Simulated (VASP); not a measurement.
A run of VASP 6.6.1 is set up as follows.

Contents of POSCAR:

```
Ti
1.0
    2.9353290049      0.0000000000      0.0000000000
   -1.4676645025      2.5420694867      0.0000000000
    0.0000000000      0.0000000000      4.6385700427
Ti
2
Direct
    0.3333333333      0.6666666667      0.2500000000
    0.6666666667      0.3333333333      0.7500000000
```

INCAR.step1

```
ALGO = Normal
EDIFF = 1E-4
ENCUT = 520
GGA = PE
ISMEAR = -1
LASPH = T
LCHARG = F
LREAL = F
LWAVE = T
NBANDS = 19
NELM = 60
PREC = Accurate
SIGMA = 0.05
```

Contents of INCAR.step2:

```
ALGO = Normal
EDIFF = 1E-6
ENCUT = 520
ISIF = 2
ISMEAR = -1
ISTART = 1
LASPH = T
LCHARG = T
LELF = T
LMIXTAU = T
LREAL = F
LVHAR = T
LWAVE = F
METAGGA = R2SCAN
NBANDS = 19
NELM = 60
PREC = Accurate
SIGMA = 0.05
```

The input KPOINTS:

```
k-points
0
Gamma
  18 18 10
```

Potentials or basis: VASP PAW PBE potentials, release 64 (Ti_sv).

The run is started by

```sh
$ cat potpaw_PBE.64/Ti_sv/POTCAR > POTCAR
$ cp INCAR.step1 INCAR
$ mpirun -np 1 vasp_std > vasp.out
$ cp INCAR.step2 INCAR
$ mpirun -np 1 vasp_std > vasp.out
```

Task: Predict the band gap on the k mesh.

Result: Zero (bands 12 and 13 overlap by 1.24 eV).

Task: Estimate the pressure.

Result: 0.4 GPa.

Caveat: the PAW data sets were made with another functional, which shifts forces and pressure a little.
